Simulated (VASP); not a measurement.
# HfCd (P4/nmm) in VASP: further runs, part 2 of 2

VASP 6.6.1. The steps go on from the part before.

**3. Relaxation of cell and atoms, LDA**

This run uses another cell than the first one, of 21.27 Å³/atom.

INCAR reads:

```
PREC = Accurate ; ENCUT = 600
EDIFF = 1E-6 ; ISMEAR = -1
SIGMA = 0.1 ; LREAL = F
LASPH = T ; NELM = 100
ALGO = Normal ; ISIF = 3
LWAVE = F ; LCHARG = F
GGA = CA ; IBRION = 2
NSW = 80 ; EDIFFG = -0.03
```

KPOINTS reads:

```
Automatic mesh
0
Gamma
  8 8 3
```

POSCAR reads:

```
HfCd
1.0
    3.0472637000      0.0000000000      0.0000000000
    0.0000000000      3.0472637000      0.0000000000
    0.0000000000      0.0000000000      9.1624637600
Hf Cd
2 2
Direct
    0.0000000000      0.5000000000      0.8816416700
    0.5000000000      0.0000000000      0.1183583300
    0.0000000000      0.5000000000      0.3774743300
    0.5000000000      0.0000000000      0.6225256700
```

Potentials or basis: VASP PAW LDA potentials, release 64 (Hf_pv, Cd).

The run is started by

```console
cat potpaw_LDA.64/Hf_pv/POTCAR potpaw_LDA.64/Cd/POTCAR > POTCAR
mpirun -np 1 vasp_std > vasp.out
```

OUTCAR:

```text
PREC = Accurate
   ENCUT = 600
   EDIFF = 1E-6
   ISMEAR = -1
   LREAL = F
   LASPH = T
   NELM = 100
   ISIF = 3
   GGA = CA
   IBRION = 2
   NSW = 80
   EDIFFG = -0.03

 ion  position               nearest neighbor table
   1  0.000  0.500  0.882-   2 3.06   2 3.06   2 3.06   2 3.06   4 3.21   4 3.21   4 3.21   4 3.21

   2  0.500  0.000  0.118-   1 3.06   1 3.06   1 3.06   1 3.06   3 3.21   3 3.21   3 3.21   3 3.21

   3  0.000  0.500  0.377-   4 3.11   4 3.11   4 3.11   4 3.11   2 3.21   2 3.21   2 3.21   2 3.21

   4  0.500  0.000  0.623-   3 3.11   3 3.11   3 3.11   3 3.11   1 3.21   1 3.21   1 3.21   1 3.21

  LATTYP: Found a simple tetragonal cell.
 ALAT       =     3.0472637000
 C/A-ratio  =     3.0067840076

  Lattice vectors:

 A1 = (   3.0472637000,   0.0000000000,   0.0000000000)
 A2 = (   0.0000000000,   3.0472637000,   0.0000000000)
 A3 = (   0.0000000000,   0.0000000000,   9.1624637600)

Analysis of symmetry for initial positions (statically):
=====================================================================
 Subroutine PRICEL returns:
 Original cell was already a primitive cell.

 Routine SETGRP: Setting up the symmetry group for a
 simple tetragonal supercell.

 Subroutine GETGRP returns: Found 16 space group operations
 (whereof  8 operations were pure point group operations)
 out of a pool of 16 trial point group operations.

The static configuration has the point symmetry D_2d.
 The point group associated with its full space group is D_4h.

Analysis of symmetry for dynamics (positions and initial velocities):
=====================================================================
 Subroutine PRICEL returns:
 Original cell was already a primitive cell.

 Routine SETGRP: Setting up the symmetry group for a
 simple tetragonal supercell.

 Subroutine GETGRP returns: Found 16 space group operations
 (whereof  8 operations were pure point group operations)
 out of a pool of 16 trial point group operations.

The dynamic configuration has the point symmetry D_2d.
 The point group associated with its full space group is D_4h.

 Subroutine INISYM returns: Found 16 space group operations
 (whereof  8 operations are pure point group operations),
 and found     1 'primitive' translations

----------------------------------------------------------------------------------------

                                     Primitive cell

  volume of cell :      85.0810
[... 116 lines left out ...]
  Thomas-Fermi vector in A             =   2.444339
   LORBIT       =      0    0 simple, 1 ext, 2 COOP (PROOUT), +10 PAW based schemes
   GGA     = CA    functional components
   LHFCALC =     F    Hartree Fock is set to
   AEXX    =    0.0000 exact exchange contribution
   IVDW    =     0    specifies the selected vdW correction
   LEPSILON=     F    determine dielectric tensor
   LRPA    =     F    only Hartree local field effects (RPA)
 conjugate gradient relaxation of ions
 non-spin polarized calculation
  energy-cutoff  :      600.00
  volume of cell :       85.08
 maximum number of plane-waves:      2868
   NGX = 13   NGY = 13   NGZ = 37

--------------------------------------- Ionic step        1  -------------------------------------------

 number of electron      43.9999989 magnetization

 Free energy of the ion-electron system (eV)
  ---------------------------------------------------
  ext. energy  EPLUGINS =         0.00000000
  ---------------------------------------------------
  free energy    TOTEN  =       -24.86658817 eV

  energy without entropy =      -24.78490977  energy(sigma->0) =      -24.82574897

 E-fermi :   3.7702     XC(G=0): -11.5895

 val. band max:        3.7382307522   @ k =   0.0000   0.0000   0.0000
 cond. band min:       3.8951896228   @ k =   0.1250   0.1250   0.0000
 fundamental gap:      0.1569588707
 Fermi energy:         3.7701762949

 k-point     1 :       0.0000    0.0000    0.0000
  band No.  band energies     occupation
      1     -26.8586      2.00000
      2     -26.3692      2.00000
      3     -26.3692      2.00000
      4     -26.3335      2.00000
      5     -26.1725      2.00000
      6     -26.1725      2.00000
[... 794 lines left out ...]
  FREE ENERGIE OF THE ION-ELECTRON SYSTEM (eV)
  ---------------------------------------------------
  free  energy   TOTEN  =       -24.9609484651 eV

  energy  without entropy=      -24.8855631424  energy(sigma->0) =      -24.92325580

[... ionic steps 4 to 7 ...]

--------------------------------------- Ionic step        8  -------------------------------------------

 number of electron      43.9999993 magnetization

------------------------ aborting loop because EDIFF is reached ----------------------------------------
[... 71 lines left out ...]
--------------------------------------- Ionic step       10  -------------------------------------------

 number of electron      43.9999990 magnetization

 Free energy of the ion-electron system (eV)
  ---------------------------------------------------
  ext. energy  EPLUGINS =         0.00000000
  ---------------------------------------------------
  free energy    TOTEN  =       -24.98483372 eV

  energy without entropy =      -24.90940496  energy(sigma->0) =      -24.94711934

 E-fermi :   4.3626     XC(G=0): -11.9339

 val. band max:        4.3358971914   @ k =   0.1250   0.0000   0.3333
 cond. band min:       4.3998180482   @ k =   0.2500   0.2500   0.3333
 fundamental gap:      0.0639208567
 Fermi energy:         4.3626224361

 k-point     1 :       0.0000    0.0000    0.0000
  band No.  band energies     occupation
      1     -26.2836      2.00000
      2     -25.7547      2.00000
      3     -25.7547      2.00000
      4     -25.7299      2.00000
      5     -25.5407      2.00000
      6     -25.5407      2.00000
[... 718 lines left out ...]
  FREE ENERGIE OF THE ION-ELECTRON SYSTEM (eV)
  ---------------------------------------------------
  free  energy   TOTEN  =       -24.9848337182 eV

  energy  without entropy=      -24.9094049604  energy(sigma->0) =      -24.94711934

 reached required accuracy - stopping structural energy minimisation
```

OSZICAR:

```text
N       E                     dE             d eps       ncg     rms          rms(c)
DAV:   1     0.311486846458E+03    0.31149E+03   -0.26207E+04  1560   0.186E+03
DAV:   2    -0.108091517923E+02   -0.32230E+03   -0.31576E+03  1620   0.466E+02
DAV:   3    -0.268074105057E+02   -0.15998E+02   -0.15592E+02  1968   0.868E+01
DAV:   4    -0.270960404151E+02   -0.28863E+00   -0.28477E+00  1830   0.931E+00
[... 89 lines left out ...]
DAV:   2    -0.249848695623E+02   -0.45827E-03   -0.76182E-03  1606   0.574E-01    0.121E-01
DAV:   3    -0.249848406225E+02    0.28940E-04   -0.22369E-04  1878   0.840E-02    0.680E-02
DAV:   4    -0.249848364066E+02    0.42160E-05   -0.20727E-05  1712   0.257E-02    0.454E-02
DAV:   5    -0.249848337213E+02    0.26852E-05   -0.98506E-06  1528   0.159E-02    0.967E-03
DAV:   6    -0.249848337182E+02    0.30932E-08   -0.41127E-07   854   0.433E-03
  10 F= -.24984834E+02 E0= -.24947119E+02  d E =-.348202E-03
```

Wall time 10 min (1 thread of Intel Xeon 8259CL, shared host); peak memory 0.24 GiB.

Results:

```yaml
Free_energy: -24.9848 eV
Relaxed_volume: 19.91 Å³/atom
Relaxed_cell: a = 3.043 Å, b = 3.043 Å, c = 8.603 Å, α = 90.00°, β = 90.00°, γ = 90.00°
Space_group_after_relaxing_to_0.1_Å: P4/nmm (No. 129)
Energy_gained_by_relaxing: 29.6 meV/atom
Ionic_steps: 10
Pressure_after_relaxing: 0.0 GPa
Largest_force_after_relaxing: 0.012 eV/Å
Band_gap_on_the_k_mesh: zero (bands 22 and 23 overlap by 1.10 eV)
```

Forces in eV/Å, atoms in the order of the input:
```
Hf   0.000  0.000 -0.012
Hf   0.000  0.000  0.012
Cd   0.000  0.000  0.001
Cd   0.000  0.000 -0.001
```

Step by step:
```
step  energy change (eV)  largest force (eV/Å)  pressure (GPa)  volume (Å³)
   1              0.0000                0.0257           -5.70        85.08
   2             -0.0172                0.6538            6.41        76.10
   3             -0.0944                0.3324            0.02        80.17
   4             -0.1032                0.1584            0.04        79.94
   5             -0.1078                0.1125            0.19        79.59
   6             -0.1129                0.0822           -0.08        79.79
   7             -0.1167                0.0389           -0.63        80.19
   8             -0.1165                0.0955            0.76        79.19
   9             -0.1179                0.0689            0.02        79.70
  10             -0.1182                0.0123            0.04        79.65
```

Final structure:
```
Hf Cd
1.0
     3.04278    0.00000    0.00000
     0.00000    3.04278    0.00000
     0.00000    0.00000    8.60251
Hf Cd
2 2
Direct
  0.00000 0.50000 0.87548
  0.50000 0.00000 0.12452
  0.00000 0.50000 0.38123
  0.50000 0.00000 0.61877
```

Levels at points of the mesh, in eV from the Fermi level:
```csv
k point,band 19,band 20,band 21,band 22,band 23,band 24,band 25,band 26
"(0.00, 0.00, 0.00)",-5.61,-2.24,-1.94,-0.06,0.87,2.17,2.17,2.63
"(0.50, 0.00, 0.00)",-3.22,-3.22,-0.93,-0.93,0.37,0.37,1.94,1.94
"(0.50, 0.50, 0.00)",-2.04,-2.04,0.68,0.68,0.96,0.96,2.46,2.46
```

Caveat: spin-orbit coupling is left out, which moves the levels of the heavy elements.

The gap in the log of VASP goes by the Fermi energy; the results here count the filled bands.